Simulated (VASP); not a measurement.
# Cu in VASP: further runs

Runs on Cu. Level: PBE. Tasks: single point.

Everything below comes from runs of VASP 6.6.1. Logs are shortened: lines on timing, memory, paths and dates and some standing lists are left out, and cuts for length are marked.

### Step 1. The cell of the first run

The structure is trigonal, space group R-3m (No. 166). Conventional cell: a = 2.601 Å, b = 2.601 Å, c = 6.188 Å, α = 90.00°, β = 90.00°, γ = 120.00°. Cu (site symmetry -3m) has 12 Cu at 2.55 to 2.60 Å within 3.4 Å.

### Step 2. Single point, PBE

The input, INCAR:

```
SYSTEM = Cu
PREC = Accurate
ENCUT = 520
EDIFF = 1E-6
ISMEAR = 0
SIGMA = 0.1
LREAL = .FALSE.
LASPH = .TRUE.
NELM = 80
ALGO = Fast
ISIF = 2
LWAVE = .FALSE.
LCHARG = .FALSE.
GGA = PE
NBANDS = 30
```

The input, KPOINTS:

```
Automatic mesh
0
G
  9 9 17
  0 0 0
```

The input, POSCAR:

```
Cu
1.0
    5.2013076695      0.0000000000      0.0000000000
   -2.6006538347      4.5044645747      0.0000000000
   -1.3003269174      0.7507440958      2.0627691543
Cu
4
Direct
    0.0000000000      0.5000000000      0.0000000000
    0.5000000000      0.5000000000      0.0000000000
    0.0000000000      0.0000000000      0.0000000000
    0.5000000000      0.0000000000      0.0000000000
```

Potentials or basis: VASP PAW PBE potentials, release 64 (Cu).

Launch:

```sh
$ cat potpaw_PBE.64/Cu/POTCAR > POTCAR
$ mpirun -np 1 vasp_std > vasp.out
```

OUTCAR:

```text
SYSTEM = Cu
   PREC = Accurate
   ENCUT = 520
   EDIFF = 1E-6
   ISMEAR = 0
   LREAL = .FALSE.
   LASPH = .TRUE.
   NELM = 80
   ISIF = 2
   GGA = PE

 ion  position               nearest neighbor table
   1  0.000  0.500  0.000-   2 2.55   2 2.55   3 2.55   3 2.55   3 2.60   3 2.60   2 2.60   2 2.60
                             4 2.60   4 2.60
   2  0.500  0.500  0.000-   1 2.55   1 2.55   4 2.55   4 2.55   4 2.60   4 2.60   1 2.60   1 2.60
                             3 2.60   3 2.60
   3  0.000  0.000  0.000-   4 2.55   4 2.55   1 2.55   1 2.55   1 2.60   1 2.60   4 2.60   4 2.60
                             2 2.60   2 2.60
   4  0.500  0.000  0.000-   3 2.55   3 2.55   2 2.55   2 2.55   2 2.60   2 2.60   3 2.60   3 2.60
                             1 2.60   1 2.60

  LATTYP: Found a base centered monoclinic cell.
 ALAT       =     7.2863938244
 B/A-ratio  =     0.7138383945
 C/A-ratio  =     0.3501552322
 COS(beta)  =    -0.0273171799

  Lattice vectors:

 A1 = (   1.3003269173,  -3.7537204789,   2.0627691543)
 A2 = (   3.9009807521,   0.7507440958,   2.0627691543)
 A3 = (  -1.3003269174,   0.7507440958,   2.0627691543)

Analysis of symmetry for initial positions (statically):
=====================================================================
 Subroutine PRICEL returns following result:

  LATTYP: Found a trigonal (rhomboedric) cell.
 ALAT       =     2.5513689214
 COS(alpha) =     0.4804963789

  Lattice vectors:

 A1 = (  -0.0000000001,  -1.5014881916,   2.0627691543)
 A2 = (   1.3003269174,   0.7507440958,   2.0627691543)
 A3 = (  -1.3003269174,   0.7507440958,   2.0627691543)

   4 primitive cells build up your supercell.

 Routine SETGRP: Setting up the symmetry group for a
 base centered monoclinic supercell.

 Subroutine GETGRP returns: Found  4 space group operations
 (whereof  4 operations were pure point group operations)
 out of a pool of  4 trial point group operations.

The static configuration has the point symmetry C_2h.

Analysis of symmetry for dynamics (positions and initial velocities):
=====================================================================
 Subroutine PRICEL returns following result:

  LATTYP: Found a trigonal (rhomboedric) cell.
 ALAT       =     2.5513689214
 COS(alpha) =     0.4804963789

  Lattice vectors:

 A1 = (  -0.0000000001,  -1.5014881916,   2.0627691543)
 A2 = (   1.3003269174,   0.7507440958,   2.0627691543)
 A3 = (  -1.3003269174,   0.7507440958,   2.0627691543)

   4 primitive cells build up your supercell.

 Routine SETGRP: Setting up the symmetry group for a
 base centered monoclinic supercell.

 Subroutine GETGRP returns: Found  4 space group operations
 (whereof  4 operations were pure point group operations)
 out of a pool of  4 trial point group operations.

The dynamic configuration has the point symmetry C_2h.

 Subroutine INISYM returns: Found  4 space group operations
 (whereof  4 operations are pure point group operations),
 and found     4 'primitive' translations

----------------------------------------------------------------------------------------

                                     Primitive cell

  volume of cell :      12.0822

  direct lattice vectors                    reciprocal lattice vectors
    -0.000000000 -1.501488192  2.062769154     0.000000000 -0.444003936  0.161595074
     1.300326917  0.750744096  2.062769154     0.384518688  0.222001968  0.161595074
    -1.300326917  0.750744096  2.062769154    -0.384518688  0.222001968  0.161595074

  length of vectors
     2.551368921  2.551368921  2.551368921     0.472495992  0.472495992  0.472495992

  position of ions in fractional coordinates (direct lattice)
     0.000000000  0.000000000  1.000000000

  ion indices of the primitive-cell ions
   primitive index   ion index
                 1           1

----------------------------------------------------------------------------------------

 KPOINTS: Automatic mesh

Automatic generation of k-mesh.
 Grid dimensions read from file:
 generate k-points for:    9    9   17

 Generating k-lattice:

  Cartesian coordinates                     Fractional coordinates (reciprocal lattice)
     0.021362149  0.012333443  0.008977504     0.111111111 -0.000000000 -0.000000000
     0.000000000  0.024666885 -0.008977504     0.000000000  0.111111111  0.000000000
     0.000000000  0.000000000  0.028516778     0.000000000  0.000000000  0.058823529

  Length of vectors
     0.026249777  0.026249777  0.028516778

  Shift w.r.t. Gamma in fractional coordinates (k-lattice)
     0.000000000  0.000000000  0.000000000

 Subroutine IBZKPT returns following result:
 ===========================================

 Found    385 irreducible k-points:

 Following reciprocal coordinates:
            Coordinates               Weight
  0.000000  0.000000  0.000000      1.000000
  0.111111  0.000000  0.000000      4.000000
  0.222222  0.000000  0.000000      4.000000
  0.333333 -0.000000 -0.000000      4.000000
  0.444444  0.000000  0.000000      4.000000
  0.111111  0.111111  0.000000      2.000000
[... 16 lines left out ...]
 -0.333333  0.333333  0.000000      2.000000
  0.444444  0.444444 -0.000000      2.000000
 [... further k-points ...]
   k-points           NKPTS =    385   k-points in BZ     NKDIM =    385   number of bands    NBANDS=     30
   number of dos      NEDOS =    301   number of ions     NIONS =      4
   total plane-waves  NPLWV =  32000
   dimension x,y,z NGX =    40 NGY =   40 NGZ =   20
   dimension x,y,z NGXF=    80 NGYF=   80 NGZF=   40
   ions per type =               4
   NGX,Y,Z   is equivalent  to a cutoff of  12.78, 12.78, 13.03 a.u.
   NGXF,Y,Z  is equivalent  to a cutoff of  25.57, 25.57, 26.06 a.u.
 SYSTEM =  Cu
   PREC   = accura    normal or accurate (medium, high low for compatibility)
   ISTART =      0    job   : 0-new  1-cont  2-samecut
   ICHARG =      2    charge: 1-file 2-atom 10-const
   ISPIN  =      1    spin polarized calculation?
   LNONCOLLINEAR =      F non collinear calculations
   LSORBIT =      F    spin-orbit coupling
   LASPH  =      T    aspherical Exc in radial PAW
   ENCUT  =  520.0 eV  38.22 Ry    6.18 a.u.   9.67  9.67  4.74*2*pi/ulx,y,z
   NELM   =     80;   NELMIN=  2; NELMDL= -5     # of ELM steps
   EDIFF  = 0.1E-05   stopping-criterion for ELM
   LREAL  =      F    real-space projection
   EDIFFG = 0.1E-04   stopping-criterion for IOM
   NSW    =      0    number of steps for IOM
   IBRION =     -1    ionic relax: 0-MD 1-quasi-New 2-CG
   NFREE  =      0    steps in history (QN), initial steepest desc. (CG)
   ISIF   =      2    stress and relaxation
   ISYM   =      2    0-nonsym 1-usesym 2-fastsym
   POTIM  = 0.5000    time-step for ionic-motion
   TEBEG  =    0.0;   TEEND  =   0.0 temperature during run
   PSTRESS=    0.0 pullay stress
   NELECT =      44.0000    total number of electrons
   NUPDOWN=      -1.0000    fix difference up-down
   EMIN   =  10.00;   EMAX   =-10.00  energy-range for DOS
   EFERMI =   0.00;   METHOD = LEGACY
   ISMEAR =     0;   SIGMA  =   0.10  broadening in eV -4-tet -1-fermi 0-gaus
   EFERMI_NEDOS =   21; number of points for ismear=-14 and -15
   IALGO  =     68    algorithm
   IMIX   =      4    mixing-type and parameters
     AMIX     =   0.40;   BMIX     =  1.00
     AMIX_MAG =   1.60;   BMIX_MAG =  1.00
  volume/ion in A,a.u.               =      12.08        81.53
  Fermi-wavevector in a.u.,A,eV,Ry     =   1.586683  2.998397 34.253540  2.517564
  Thomas-Fermi vector in A             =   2.685957
   LORBIT       =      0    0 simple, 1 ext, 2 COOP (PROOUT), +10 PAW based schemes
   GGA     = PE    functional components
   LHFCALC =     F    Hartree Fock is set to
   AEXX    =    0.0000 exact exchange contribution
   IVDW    =     0    specifies the selected vdW correction
   LEPSILON=     F    determine dielectric tensor
   LRPA    =     F    only Hartree local field effects (RPA)
 non-spin polarized calculation
 RMM-DIIS sequential band-by-band and
 Gauss-broadening in eV      SIGMA  =   0.10
  energy-cutoff  :      520.00
  volume of cell :       48.33
 maximum number of plane-waves:      1324
   NGX = 19   NGY = 19   NGZ =  9

 number of electron      43.9999960 magnetization

 Free energy of the ion-electron system (eV)
  ---------------------------------------------------
  ext. energy  EPLUGINS =         0.00000000
  ---------------------------------------------------
  free energy    TOTEN  =       -14.90183080 eV

  energy without entropy =      -14.89510486  energy(sigma->0) =      -14.89846783

 E-fermi :   7.3354     XC(G=0): -12.5937

 val. band max:        7.3343043992   @ k =   0.1111   0.1111   0.4706
 cond. band min:       7.3357150176   @ k =  -0.4444   0.0000   0.4118
 fundamental gap:      0.0014106184
 Fermi energy:         7.3354021409

 k-point     1 :       0.0000    0.0000    0.0000
  band No.  band energies     occupation
      1      -1.8723      2.00000
      2       2.3358      2.00000
      3       2.3358      2.00000
      4       2.5578      2.00000
      5       3.0013      2.00000
      6       4.2305      2.00000
[... 22 lines left out ...]
     29      20.6787      0.00000
     30      24.5905      0.00000

 k-point     2 :       0.1111    0.0000    0.0000
  band No.  band energies     occupation
      1      -1.7631      2.00000
      2       2.2651      2.00000
      3       2.3887      2.00000
      4       2.5906      2.00000
      5       3.0298      2.00000
      6       4.2106      2.00000
[... 22 lines left out ...]
     29      20.8346      0.00000
     30      25.2000      0.00000

 k-point     3 :       0.2222    0.0000    0.0000
  band No.  band energies     occupation
      1      -1.4391      2.00000
      2       1.9928      2.00000
      3       2.5384      2.00000
      4       2.6853      2.00000
      5       3.1122      2.00000
      6       4.1247      2.00000
[... 22 lines left out ...]
     29      21.2928      0.00000
     30      25.0375      0.00000

 k-point     4 :       0.3333   -0.0000   -0.0000
  band No.  band energies     occupation
      1      -0.9123      2.00000
      2       1.4132      2.00000
      3       2.7488      2.00000
      4       2.8243      2.00000
      5       3.2406      2.00000
      6       3.9406      2.00000
[... 22 lines left out ...]
     29      22.0274      0.00000
     30      22.8041      0.00000

 k-point     5 :       0.4444    0.0000    0.0000
  band No.  band energies     occupation
      1      -0.2099      2.00000
      2       0.6091      2.00000
      3       2.9279      2.00000
      4       2.9465      2.00000
      5       3.4170      2.00000
      6       3.6644      2.00000
[... 22 lines left out ...]
     29      20.6602      0.00000
     30      20.6629      0.00000
[... 526 lines left out ...]
     29      21.2388      0.00000
     30      21.2523      0.00000

 k-point    22 :      -0.4444    0.3333   -0.0000
  band No.  band energies     occupation
      1      -0.0762      2.00000
      2       1.8552      2.00000
      3       2.0516      2.00000
      4       2.9743      2.00000
      5       3.4404      2.00000
      6       3.8877      2.00000
[... 22 lines left out ...]
     29      21.1855      0.00000
     30      22.3995      0.00000

 k-point    23 :      -0.3333    0.3333    0.0000
  band No.  band energies     occupation
      1      -0.5812      2.00000
      2       2.1501      2.00000
      3       2.5535      2.00000
      4       2.5535      2.00000
      5       3.3242      2.00000
      6       3.9909      2.00000
[... 22 lines left out ...]
     29      21.2310      0.00000
     30      21.6305      0.00000

 k-point    24 :       0.4444    0.4444   -0.0000
  band No.  band energies     occupation
      1       0.9116      2.00000
      2       0.9116      2.00000
      3       2.0281      2.00000
      4       3.0814      2.00000
      5       3.6629      2.00000
      6       3.6629      2.00000
[... 22 lines left out ...]
     29      22.4824      0.00000
     30      22.4824      0.00000

 [... further k-points ...]

------------------------ aborting loop because EDIFF is reached ----------------------------------------

  FORCE on cell =-STRESS in cart. coord.  units (eV):
  Direction    XX          YY          ZZ          XY          YZ          ZX
  --------------------------------------------------------------------------------------
  -------------------------------------------------------------------------------------
  Total       -0.4177326     -0.3842761      0.6900457      0.0289742     -0.0200624      0.0347491
  in kB      -13.8484970    -12.7393586     22.8761044      0.9605421     -0.6650993      1.1519860
  external PRESSURE =      -1.2372504 kB  Pullay stress =       0.0000000 kB

 VOLUME and BASIS-vectors are now :
 -----------------------------------------------------------------------------
  energy-cutoff  :      520.00
  volume of cell :       48.33
      direct lattice vectors                 reciprocal lattice vectors
     5.201307670  0.000000000  0.000000000     0.192259344  0.111000984  0.080797537
    -2.600653835  4.504464575  0.000000000     0.000000000  0.222001968 -0.080797537
    -1.300326917  0.750744096  2.062769154     0.000000000  0.000000000  0.484785221

 POSITION                                       TOTAL-FORCE (eV/Angst)
 -----------------------------------------------------------------------------------
     -1.30033      2.25223      0.00000        -0.000000      0.000000     -0.000000
      1.30033      2.25223      0.00000        -0.000000     -0.000000     -0.000000
      0.00000      0.00000      0.00000         0.000000     -0.000000     -0.000000
      2.60065      0.00000      0.00000         0.000000     -0.000000      0.000000
 -----------------------------------------------------------------------------------
    total drift:                                0.000000      0.000000     -0.000000

  FREE ENERGIE OF THE ION-ELECTRON SYSTEM (eV)
  ---------------------------------------------------
  free  energy   TOTEN  =       -14.9018308048 eV

  energy  without entropy=      -14.8951048586  energy(sigma->0) =      -14.89846783
```

Wall time 6.5 min (1 thread of Intel Xeon Platinum 8375C at 2.90GHz (Ice Lake), shared host); peak memory 0.49 GiB.

Results:

| Item | Value |
| --- | --- |
| Free energy | -14.9018 eV |
| Pressure | -0.1 GPa |
| Band gap on the k mesh | zero (bands 22 and 23 overlap by 4.63 eV) |

Stress tensor (GPa, compression positive):
```
-1.38  0.10  0.12
 0.10 -1.27 -0.07
 0.12 -0.07  2.29
```

[end of part 1 of 2]
